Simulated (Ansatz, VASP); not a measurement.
One calculation of Ti, two programs

Contents of INCAR:

```
  PREC = Accurate
  ENCUT = 600
  EDIFF = 1E-6
  ISMEAR = -1
  SIGMA = 0.1
  LREAL = F
  LASPH = T
  NELM = 100
  ALGO = Normal
  ISIF = 3
  LWAVE = F
  LCHARG = F
  GGA = B5
  ALDAX = 1.0
  AGGAX = 1.0
  AGGAC = 1.0
  ALDAC = 0.0
  IBRION = 2
  NSW = 80
  EDIFFG = -0.01
```

File KPOINTS:

```
regular mesh
0
Gamma
  12 12 7
```

File POSCAR:

```
Ti
1.0
    2.9499978604      0.0000000000      0.0000000000
   -1.4749989302      2.5547730882      0.0000000000
    0.0000000000      0.0000000000      4.6860000000
Ti
2
Direct
    0.3333333333      0.6666666667      0.2500000000
    0.6666666667      0.3333333333      0.7500000000
```

Input for Ansatz:

```yaml
crystal:
  lattice:
    - [2.9499978604, 0.0, 0.0]
    - [-1.4749989302, 2.5547730882, 0.0]
    - [0.0, 0.0, 4.686]
  atoms:
    - { symbol: Ti, position: [0.3333333333, 0.6666666667, 0.25] }
    - { symbol: Ti, position: [0.6666666667, 0.3333333333, 0.75] }
hamiltonian:
  xc: blyp
  pseudopotentials:
    kind: paw
    azcp:
      Ti: "pseudopotentials/Ti.paw.azcp"
basis:
  ecutwfc: 420
  fft_grid_basis: typed
kpoints:
  mp_grid: { grid: [12, 12, 7], shift: [0, 0, 0] }
magnetization:
  spin_polarized: false
scf:
  occupations: { method: fermi_dirac, width: 0.1 }
relax:
  max_steps: 60
  f_tol: 0.01
  cell: {}
```

Alike in both runs: task relaxation of cell and atoms; functional BLYP; k mesh 12 × 12 × 7; occupations fermi-dirac, width 0.1 eV; no spin polarisation.

```csv
,VASP,Ansatz
version,VASP 6.6.1,Ansatz 0.2.0
potentials or method,"VASP PAW PBE potentials, release 64 (Ti_sv), cutoff 600 eV","plane waves (420 eV) with PAW, scalar-relativistic"
valence electrons in the cell,24,24
```

```csv
,VASP,Ansatz,Ansatz less VASP
relaxed volume (Å³/atom),17.81,17.82,+0.004
relaxed cell length with the largest relative difference (Å),4.693,4.690,-0.0033
```

VASP's potentials were made for PBE, not for BLYP.
